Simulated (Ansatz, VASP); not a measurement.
Two plane-wave programs on Co

The input INCAR:

```
PREC = Accurate
ENCUT = 690
EDIFF = 1E-6
ISMEAR = -1
SIGMA = 0.05
LREAL = F
LASPH = T
NELM = 200
ALGO = Normal
ISIF = 2
LWAVE = F
LCHARG = F
ISPIN = 2
MAGMOM = 1.782
LORBIT = 11
LMAXMIX = 4
GGA = PS
NBANDS = 18
GGA_COMPAT = F
```

File KPOINTS:

```
Automatic mesh
0
Gamma
  18 18 18
```

File POSCAR:

```
Co
1.0
   -1.3449134893      1.3449134893      1.3449134893
    1.3449134893     -1.3449134893      1.3449134893
    1.3449134893      1.3449134893     -1.3449134893
Co
1
Direct
    0.0000000000      0.0000000000      0.0000000000
```

Input for Ansatz:

```yaml
crystal:
  lattice:
    - [-1.3449134893, 1.3449134893, 1.3449134893]
    - [1.3449134893, -1.3449134893, 1.3449134893]
    - [1.3449134893, 1.3449134893, -1.3449134893]
  atoms:
    - { symbol: Co, position: [0.0, 0.0, 0.0], spin: 1.782 }
hamiltonian:
  xc: pbesol
  pseudopotentials:
    kind: paw
    azcp:
      Co: "pseudopotentials/Co.paw.azcp"
basis:
  ecutwfc: 420
  fft_grid_basis: typed
kpoints:
  mp_grid: { grid: [18, 18, 18], shift: [0, 0, 0] }
magnetization:
  spin_polarized: true
scf:
  occupations: { method: fermi_dirac, width: 0.05 }
  lower_state_search: "off"
output:
  stress: true
```

Alike in both runs: task single point; functional PBEsol; k mesh 18 × 18 × 18; occupations fermi-dirac, width 0.05 eV; collinear spin.

|  | VASP | Ansatz |
| --- | --- | --- |
| version | VASP 6.6.1 | Ansatz 0.2.0 |
| potentials or method | VASP PAW PBE potentials, release 64 (Co_sv), cutoff 690 eV | plane waves (420 eV) with PAW, scalar-relativistic |
| valence electrons in the cell | 17 | 17 |

|  | VASP | Ansatz | Ansatz less VASP |
| --- | --- | --- | --- |
| pressure (GPa) | 22.7 | 24.3 | +1.53 |
| net moment per atom (μB) | 1.66 | 1.66 | +0.003 |
| size of the moment on the site where the two differ most (μB) | 1.69 | 1.70 | +0.010 |

VASP's potentials were made for PBE, not for PBEsol, and Ansatz warns of the same on its side. Site moments also hang on the region over which each program counts them. The functional is the same, so the differences come from potentials, cutoffs and numerics.
